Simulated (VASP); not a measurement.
Wanted: the native input for a VASP 6.6.1 run.

```yaml
Task: single point
Functional: PBE
Potentials_or_basis: VASP PAW PBE potentials, release 64 (Cd)
Cutoff: 520 eV
k_mesh: 15 × 15 × 8
Occupations: fermi-dirac, width 0.08 eV
Spin: no spin polarisation
Dipole_correction: no
Further_INCAR_settings: ALGO = Normal; EDIFF = 1e-07; NBANDS = 19
```

The structure of Cd lies in POSCAR:

```
Cd
1.0
    3.1463646362      0.0000000000      0.0000000000
   -1.5731823181      2.7248317045      0.0000000000
    0.0000000000      0.0000000000      5.0196170019
Cd
2
Direct
    0.3333333333      0.6666666667      0.2500000000
    0.6666666667      0.3333333333      0.7500000000
```

This cell differs from its parent crystal: volume scaled by 0.95.

These files were run (other wordings do the same):

INCAR

```
SYSTEM = Cd
  PREC = Accurate
  ENCUT = 520
  EDIFF = 1E-7
  ISMEAR = -1
  SIGMA = 0.08
  LREAL = .False.
  LASPH = .True.
  NELM = 100
  ALGO = Normal
  ISIF = 2
  LWAVE = .False.
  LCHARG = .False.
  GGA = PE
  NBANDS = 19
```

KPOINTS

```
regular mesh
0
Gamma
  15 15 8
  0 0 0
```

Potentials or basis: VASP PAW PBE potentials, release 64 (Cd).

Run with:

```bash
$ cat potpaw_PBE.64/Cd/POTCAR > POTCAR
$ mpirun -np 1 vasp_std > vasp.out
```

It gave:

```
Pressure               : 2.8 GPa
Band gap on the k mesh : zero (band 12 reaches 4.34 eV, above the bottom of band 13 at 1.93 eV)
```

Wall time 77 s on 1 thread of Oxide Virtual Turin-like Processor, with other jobs on the host, peak memory 0.19 GiB.
